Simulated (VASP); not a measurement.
Set up this calculation in VASP 6.6.1, as the native input.

```yaml
Task: single point
Functional: PBE
Potentials_or_basis: VASP PAW PBE potentials, release 64 (Hf_pv, N)
Cutoff: 520 eV
k_mesh: 18 × 18 × 18
Occupations: fermi-dirac, width 0.05 eV
Spin: no spin polarisation
Dipole_correction: no
Further_INCAR_settings: ALGO = Normal; EDIFF = 1e-06; NBANDS = 14
```

The structure of HfN (rocksalt type) lies in POSCAR:

```
HfN
1.0
    0.0000000000      1.9405629516      1.9405629516
    1.9405629516      0.0000000000      1.9405629516
    1.9405629516      1.9405629516      0.0000000000
Hf N
1 1
Direct
    0.0000000000      0.0000000000      0.0000000000
    0.5000000000      0.5000000000      0.5000000000
```

These files were run (other wordings do the same):

INCAR

```
SYSTEM = HfN
PREC = Accurate ; ENCUT = 520
EDIFF = 1E-6 ; ISMEAR = -1
SIGMA = 0.05 ; LREAL = .FALSE.
LASPH = .TRUE. ; NELM = 100
ALGO = Normal ; ISIF = 2
LWAVE = .FALSE. ; LCHARG = .TRUE.
GGA = PE ; LELF = .TRUE.
LVHAR = .TRUE. ; NBANDS = 14
```

KPOINTS

```
regular mesh
0
G
  18 18 18
  0 0 0
```

Potentials or basis: VASP PAW PBE potentials, release 64 (Hf_pv, N).

Launch:

```sh
$ cat potpaw_PBE.64/Hf_pv/POTCAR potpaw_PBE.64/N/POTCAR > POTCAR
$ mpirun -np 1 vasp_std > vasp.out
```

Results of the run:

```yaml
Pressure: 342.7 GPa
```

Run time: 20 s on 1 thread of Intel Xeon 6975P-C (shared host), peak memory 0.16 GiB.
